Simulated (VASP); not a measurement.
# SiO2 (P4_2/mnm) in VASP: relaxation of cell and atoms with r2SCAN

Aim: the relaxation of cell and atoms of SiO2 with r2SCAN.

Program: VASP 6.6.1. These are calculated values, not measurements. Logs are shortened: lines on timing, memory, paths and dates and some standing lists are left out, and cuts for length are marked.

## (1) The cell of the first run

The structure is tetragonal, space group P4_2/mnm (No. 136). The conventional cell has a = 4.237 Å, b = 4.237 Å, c = 2.690 Å, α = 90.00°, β = 90.00°, γ = 90.00°. Within 2.4 Å of Si (site symmetry mmm) lie 6 O at 1.77 to 1.84 Å. Within 2.4 Å of O (site symmetry m2m) lie 3 Si at 1.77 to 1.84 Å and 1 O at 2.31 Å.

## (2) Relaxation of cell and atoms, r2SCAN

Input file POSCAR:

```
SiO2
1.0
    4.2365487980      0.0000000000      0.0000000000
    0.0000000000      4.2365487980      0.0000000000
    0.0000000000      0.0000000000      2.6903537129
Si O
2 4
Direct
    0.5000000000      0.5000000000      0.5000000000
    0.0000000000      0.0000000000      0.0000000000
    0.1929995018      0.8070004982      0.5000000000
    0.8070004982      0.1929995018      0.5000000000
    0.3070004982      0.3070004982      0.0000000000
    0.6929995018      0.6929995018      0.0000000000
```

Input file INCAR.step1:

```
SYSTEM = SiO2
ALGO = Normal
EDIFF = 1E-4
ENCUT = 600
GGA = PE
ISMEAR = -1
LASPH = .TRUE.
LCHARG = .FALSE.
LREAL = .FALSE.
LWAVE = .TRUE.
NELM = 60
PREC = Accurate
SIGMA = 0.02
```

Input file INCAR.step2:

```
SYSTEM = SiO2
ALGO = Normal
EDIFF = 1E-6
EDIFFG = -0.005
ENCUT = 600
IBRION = 2
ISIF = 3
ISMEAR = -1
ISTART = 1
LASPH = .TRUE.
LCHARG = .FALSE.
LMIXTAU = .TRUE.
LREAL = .FALSE.
LWAVE = .FALSE.
METAGGA = R2SCAN
NELM = 60
NSW = 80
PREC = Accurate
SIGMA = 0.02
```

Input file KPOINTS:

```
k-points
0
G
  6 6 8
  0 0 0
```

Potentials or basis: VASP PAW PBE potentials, release 64 (Si, O).

On the command line:

```sh
cat potpaw_PBE.64/Si/POTCAR potpaw_PBE.64/O/POTCAR > POTCAR
cp INCAR.step1 INCAR
mpirun -np 1 vasp_std > vasp.out
cp INCAR.step2 INCAR
mpirun -np 1 vasp_std > vasp.out
```

OUTCAR:

```text
SYSTEM = SiO2
   EDIFF = 1E-6
   EDIFFG = -0.005
   ENCUT = 600
   IBRION = 2
   ISIF = 3
   ISMEAR = -1
   ISTART = 1
   LASPH = .TRUE.
   LREAL = .FALSE.
   METAGGA = R2SCAN
   NELM = 60
   NSW = 80
   PREC = Accurate

 ion  position               nearest neighbor table
   1  0.500  0.500  0.500-   5 1.77   6 1.77   5 1.77   6 1.77   3 1.84   4 1.84
   2  0.000  0.000  0.000-   3 1.77   4 1.77   3 1.77   4 1.77   5 1.84   6 1.84
   3  0.193  0.807  0.500-   2 1.77   2 1.77   1 1.84
   4  0.807  0.193  0.500-   2 1.77   2 1.77   1 1.84
   5  0.307  0.307  0.000-   1 1.77   1 1.77   2 1.84
   6  0.693  0.693  0.000-   1 1.77   1 1.77   2 1.84

  LATTYP: Found a simple tetragonal cell.
 ALAT       =     4.2365487980
 C/A-ratio  =     0.6350342794

  Lattice vectors:

 A1 = (   4.2365487980,   0.0000000000,   0.0000000000)
 A2 = (   0.0000000000,   4.2365487980,   0.0000000000)
 A3 = (   0.0000000000,   0.0000000000,   2.6903537129)

Analysis of symmetry for initial positions (statically):
=====================================================================
 Subroutine PRICEL returns:
 Original cell was already a primitive cell.

 Routine SETGRP: Setting up the symmetry group for a
 simple tetragonal supercell.

 Subroutine GETGRP returns: Found 16 space group operations
 (whereof  8 operations were pure point group operations)
 out of a pool of 16 trial point group operations.

The static configuration has the point symmetry D_2h.
 The point group associated with its full space group is D_4h.

Analysis of symmetry for dynamics (positions and initial velocities):
=====================================================================
 Subroutine PRICEL returns:
 Original cell was already a primitive cell.

 Routine SETGRP: Setting up the symmetry group for a
 simple tetragonal supercell.

 Subroutine GETGRP returns: Found 16 space group operations
 (whereof  8 operations were pure point group operations)
 out of a pool of 16 trial point group operations.

The dynamic configuration has the point symmetry D_2h.
 The point group associated with its full space group is D_4h.

 Subroutine INISYM returns: Found 16 space group operations
 (whereof  8 operations are pure point group operations),
 and found     1 'primitive' translations

----------------------------------------------------------------------------------------

                                     Primitive cell

  volume of cell :      48.2874

  direct lattice vectors                    reciprocal lattice vectors
     4.236548798  0.000000000  0.000000000     0.236041185  0.000000000  0.000000000
     0.000000000  4.236548798  0.000000000     0.000000000  0.236041185  0.000000000
     0.000000000  0.000000000  2.690353713     0.000000000  0.000000000  0.371698337

  length of vectors
     4.236548798  4.236548798  2.690353713     0.236041185  0.236041185  0.371698337

  position of ions in fractional coordinates (direct lattice)
     0.500000000  0.500000000  0.500000000
     0.000000000  0.000000000  0.000000000
     0.192999502  0.807000498  0.500000000
     0.807000498  0.192999502  0.500000000
     0.307000498  0.307000498  0.000000000
     0.692999502  0.692999502  0.000000000

  ion indices of the primitive-cell ions
   primitive index   ion index
                 1           1
                 2           2
                 3           3
                 4           4
                 5           5
                 6           6

----------------------------------------------------------------------------------------

 KPOINTS: k-points

Automatic generation of k-mesh.
 Grid dimensions read from file:
 generate k-points for:    6    6    8

 Generating k-lattice:

  Cartesian coordinates                     Fractional coordinates (reciprocal lattice)
     0.039340198  0.000000000  0.000000000     0.166666667  0.000000000  0.000000000
     0.000000000  0.039340198  0.000000000     0.000000000  0.166666667  0.000000000
     0.000000000  0.000000000  0.046462292     0.000000000  0.000000000  0.125000000

  Length of vectors
     0.039340198  0.039340198  0.046462292

  Shift w.r.t. Gamma in fractional coordinates (k-lattice)
     0.000000000  0.000000000  0.000000000

 Subroutine IBZKPT returns following result:
 ===========================================

 Found     50 irreducible k-points:

 Following reciprocal coordinates:
            Coordinates               Weight
  0.000000  0.000000  0.000000      1.000000
  0.166667  0.000000  0.000000      4.000000
  0.333333  0.000000  0.000000      4.000000
  0.500000  0.000000  0.000000      2.000000
  0.166667  0.166667  0.000000      4.000000
  0.333333  0.166667  0.000000      8.000000
[... 16 lines left out ...]
  0.333333  0.000000  0.250000      8.000000
  0.500000  0.000000  0.250000      4.000000
 [... further k-points ...]
   k-points           NKPTS =     50   k-points in BZ     NKDIM =     50   number of bands    NBANDS=     20
   number of dos      NEDOS =    301   number of ions     NIONS =      6
   total plane-waves  NPLWV =  31104
   dimension x,y,z NGX =    36 NGY =   36 NGZ =   24
   dimension x,y,z NGXF=    72 NGYF=   72 NGZF=   48
   ions per type =               2   4
   NGX,Y,Z   is equivalent  to a cutoff of  14.13, 14.13, 14.83 a.u.
   NGXF,Y,Z  is equivalent  to a cutoff of  28.25, 28.25, 29.66 a.u.
 SYSTEM =  SiO2
   PREC   = accura    normal or accurate (medium, high low for compatibility)
   ISTART =      1    job   : 0-new  1-cont  2-samecut
   ICHARG =      0    charge: 1-file 2-atom 10-const
   ISPIN  =      1    spin polarized calculation?
   LNONCOLLINEAR =      F non collinear calculations
   LSORBIT =      F    spin-orbit coupling
   LASPH  =      T    aspherical Exc in radial PAW
   ENCUT  =  600.0 eV  44.10 Ry    6.64 a.u.   8.46  8.46  5.37*2*pi/ulx,y,z
   NELM   =     60;   NELMIN=  2; NELMDL=  0     # of ELM steps
   EDIFF  = 0.1E-05   stopping-criterion for ELM
   LREAL  =      F    real-space projection
   EDIFFG = -.5E-02   stopping-criterion for IOM
   NSW    =     80    number of steps for IOM
   IBRION =      2    ionic relax: 0-MD 1-quasi-New 2-CG
   NFREE  =      1    steps in history (QN), initial steepest desc. (CG)
   ISIF   =      3    stress and relaxation
   ISYM   =      2    0-nonsym 1-usesym 2-fastsym
   POTIM  = 0.5000    time-step for ionic-motion
   TEBEG  =    0.0;   TEEND  =   0.0 temperature during run
   PSTRESS=    0.0 pullay stress
   NELECT =      32.0000    total number of electrons
   NUPDOWN=      -1.0000    fix difference up-down
   EMIN   =  10.00;   EMAX   =-10.00  energy-range for DOS
   EFERMI =   0.00;   METHOD = LEGACY
   ISMEAR =    -1;   SIGMA  =   0.02  broadening in eV -4-tet -1-fermi 0-gaus
   EFERMI_NEDOS =   21; number of points for ismear=-14 and -15
   IALGO  =     38    algorithm
   IMIX   =      4    mixing-type and parameters
     AMIX     =   0.40;   BMIX     =  1.00
     AMIX_MAG =   1.60;   BMIX_MAG =  1.00
  volume/ion in A,a.u.               =       8.05        54.31
  Fermi-wavevector in a.u.,A,eV,Ry     =   1.427294  2.697195 27.717370  2.037169
  Thomas-Fermi vector in A             =   2.547479
   LORBIT       =      0    0 simple, 1 ext, 2 COOP (PROOUT), +10 PAW based schemes
   METAGGA = R2SCAN    functional components
   LHFCALC =     F    Hartree Fock is set to
   AEXX    =    0.0000 exact exchange contribution
   IVDW    =     0    specifies the selected vdW correction
   LEPSILON=     F    determine dielectric tensor
   LRPA    =     F    only Hartree local field effects (RPA)
 conjugate gradient relaxation of ions
 non-spin polarized calculation
  energy-cutoff  :      600.00
  volume of cell :       48.29
 maximum number of plane-waves:      1634
 NGX is ok and might be reduce to    36
   NGX = 17   NGY = 17   NGZ = 11

--------------------------------------- Ionic step        1  -------------------------------------------

 number of electron      32.0000007 magnetization

 Free energy of the ion-electron system (eV)
  ---------------------------------------------------
  ext. energy  EPLUGINS =         0.00000000
  ---------------------------------------------------
  free energy    TOTEN  =       -58.76261383 eV

  energy without entropy =      -58.76261383  energy(sigma->0) =      -58.76261383

------------------------ aborting loop because EDIFF is reached ----------------------------------------

  FORCE on cell =-STRESS in cart. coord.  units (eV):
  Direction    XX          YY          ZZ          XY          YZ          ZX
  --------------------------------------------------------------------------------------
  -------------------------------------------------------------------------------------
  Total       -2.8583768     -2.8583768     -2.9568091     -0.0000000      0.0000000      0.0000000
  in kB      -94.8410280    -94.8410280    -98.1070156     -0.0000000      0.0000000      0.0000000
  external PRESSURE =     -95.9296906 kB  Pullay stress =       0.0000000 kB
[... 101 lines left out ...]
  FREE ENERGIE OF THE ION-ELECTRON SYSTEM (eV)
  ---------------------------------------------------
  free  energy   TOTEN  =       -58.8060786886 eV

  energy  without entropy=      -58.8060786886  energy(sigma->0) =      -58.80607869

[... ionic steps 4 to 9 ...]

--------------------------------------- Ionic step       10  -------------------------------------------

 number of electron      32.0000001 magnetization

------------------------ aborting loop because EDIFF is reached ----------------------------------------

  FORCE on cell =-STRESS in cart. coord.  units (eV):
  Direction    XX          YY          ZZ          XY          YZ          ZX
  --------------------------------------------------------------------------------------
  -------------------------------------------------------------------------------------
  Total       -0.0255607     -0.0255607     -0.0175494      0.0000000      0.0000000      0.0000000
  in kB       -0.8766470     -0.8766470     -0.6018868      0.0000000      0.0000000      0.0000000
  external PRESSURE =      -0.7850603 kB  Pullay stress =       0.0000000 kB
[... 65 lines left out ...]
  energy  without entropy=      -58.8105571784  energy(sigma->0) =      -58.81055718

--------------------------------------- Ionic step       12  -------------------------------------------

 number of electron      32.0000000 magnetization

 Free energy of the ion-electron system (eV)
  ---------------------------------------------------
  ext. energy  EPLUGINS =         0.00000000
  ---------------------------------------------------
  free energy    TOTEN  =       -58.81056208 eV

  energy without entropy =      -58.81056208  energy(sigma->0) =      -58.81056208

 E-fermi :   8.2688     XC(G=0): -12.8725

 val. band max:        7.8031355299   @ k =   0.0000   0.0000   0.0000
 cond. band min:      14.3138290167   @ k =   0.0000   0.0000   0.0000
 fundamental gap:      6.5106934868
 Fermi energy:         8.2688235166

 k-point     1 :       0.0000    0.0000    0.0000
  band No.  band energies     occupation
      1     -15.7351      2.00000
      2     -12.1482      2.00000
      3     -12.1482      2.00000
      4     -11.8725      2.00000
      5      -3.2480      2.00000
      6       1.2955      2.00000
[... 12 lines left out ...]
     19      17.2487      0.00000
[... 513 lines left out ...]
      4     -11.5023      2.00000
      5      -1.0316      2.00000
      6      -1.0316      2.00000
[... 12 lines left out ...]
     19      19.4249      0.00000
     20      19.4249      0.00000

 [... further k-points ...]

------------------------ aborting loop because EDIFF is reached ----------------------------------------

  FORCE on cell =-STRESS in cart. coord.  units (eV):
  Direction    XX          YY          ZZ          XY          YZ          ZX
  --------------------------------------------------------------------------------------
  -------------------------------------------------------------------------------------
  Total       -0.0011030     -0.0011030      0.0184118      0.0000000      0.0000000      0.0000000
  in kB       -0.0378391     -0.0378391      0.6316035      0.0000000      0.0000000      0.0000000
  external PRESSURE =       0.1853084 kB  Pullay stress =       0.0000000 kB
[... 21 lines left out ...]
  FREE ENERGIE OF THE ION-ELECTRON SYSTEM (eV)
  ---------------------------------------------------
  free  energy   TOTEN  =       -58.8105620841 eV

  energy  without entropy=      -58.8105620841  energy(sigma->0) =      -58.81056208

 reached required accuracy - stopping structural energy minimisation
```

Wall time 39 min (1 thread of Oxide Virtual Turin-like, shared host); peak memory 0.17 GiB.

What came out:

| Quantity | Value |
| --- | --- |
| Free energy | -58.8106 eV |
| Relaxed volume | 7.78 Å³/atom |
| Relaxed cell | a = 4.181 Å, b = 4.181 Å, c = 2.672 Å, α = 90.00°, β = 90.00°, γ = 90.00° |
| Space group after relaxing (to 0.1 Å) | P4_2/mnm (No. 136) |
| Energy gained by relaxing | 8.0 meV/atom |
| Ionic steps | 12 |
| Pressure after relaxing | 0.0 GPa |
| Band gap on the k mesh | 6.51 eV |

Step by step:
```csv
step,energy change (eV),largest force (eV/Å),pressure (GPa),volume (Å³)
1,0.0000,0.0686,-9.59,48.29
2,0.0450,0.6009,15.13,45.00
3,-0.0435,0.1902,-0.25,46.90
4,-0.0435,0.1957,-0.05,46.87
5,-0.0476,0.0240,0.16,46.70
6,-0.0476,0.0298,0.17,46.69
7,-0.0479,0.0024,-0.17,46.72
8,-0.0479,0.0044,-0.09,46.72
9,-0.0479,0.0053,-0.09,46.72
10,-0.0479,0.0056,-0.08,46.72
11,-0.0479,0.0048,0.10,46.69
12,-0.0479,0.0019,0.02,46.70
```

Final structure:
```cif
data_structure
_symmetry_space_group_name_H-M 'P 1'
_symmetry_Int_Tables_number 1
_cell_length_a 4.1810
_cell_length_b 4.1810
_cell_length_c 2.6718
_cell_angle_alpha 90.000
_cell_angle_beta 90.000
_cell_angle_gamma 90.000
_cell_volume 46.70
loop_
_atom_site_label
_atom_site_type_symbol
_atom_site_fract_x
_atom_site_fract_y
_atom_site_fract_z
_atom_site_occupancy
Si1 Si 0.50000 0.50000 0.50000 1
Si2 Si 0.00000 0.00000 0.00000 1
O1 O 0.19411 0.80589 0.50000 1
O2 O 0.80589 0.19411 0.50000 1
O3 O 0.30589 0.30589 0.00000 1
O4 O 0.69411 0.69411 0.00000 1
```

Caveat: the PAW data sets were made with another functional, which shifts forces and pressure a little.
